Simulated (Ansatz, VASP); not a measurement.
# SiC in VASP and in Ansatz

```
Si C
1.0
     3.09500    0.00000    0.00000
    -1.54750    2.68035    0.00000
     0.00000    0.00000   15.17000
Si C
6 6
Cartesian
  0.0000 0.0000 1.8962
  0.0000 0.0000 9.4812
  0.0000 1.7869 4.4251
  1.5475 0.8934 12.0101
  0.0000 1.7869 14.5374
  1.5475 0.8934 6.9524
  0.0000 0.0000 0.0000
  0.0000 0.0000 7.5850
  0.0000 1.7869 2.5288
  1.5475 0.8934 10.1138
  0.0000 1.7869 12.6412
  1.5475 0.8934 5.0562
```

Alike in both runs: task relaxation of cell and atoms; functional LDA; k mesh 8 × 8 × 2; no spin polarisation.

|  | VASP | Ansatz |
| --- | --- | --- |
| version | VASP 6.6.1 | Ansatz 0.2.0 |
| potentials or method | VASP PAW LDA potentials, release 64 (Si, C) | scalar-relativistic, plane waves, PAW |
| plane-wave cutoff (eV) | 600 | 420 |
| occupations | gaussian, width 0.01 eV | fixed |
| valence electrons in the cell | 48 | 48 |

Ansatz gave:

| Property | Result |
| --- | --- |
| relaxed volume (Å³/atom) | 10.14 |
| relaxed cell length with the largest relative difference (Å) | 15.010 |

What did VASP give for the same quantities?

Relaxed volume (Å³/atom): 10.15; relaxed cell length with the largest relative difference (Å): 15.016.

LDA's correlation is that of Perdew and Zunger in VASP and of Perdew and Wang (1992) in Ansatz.
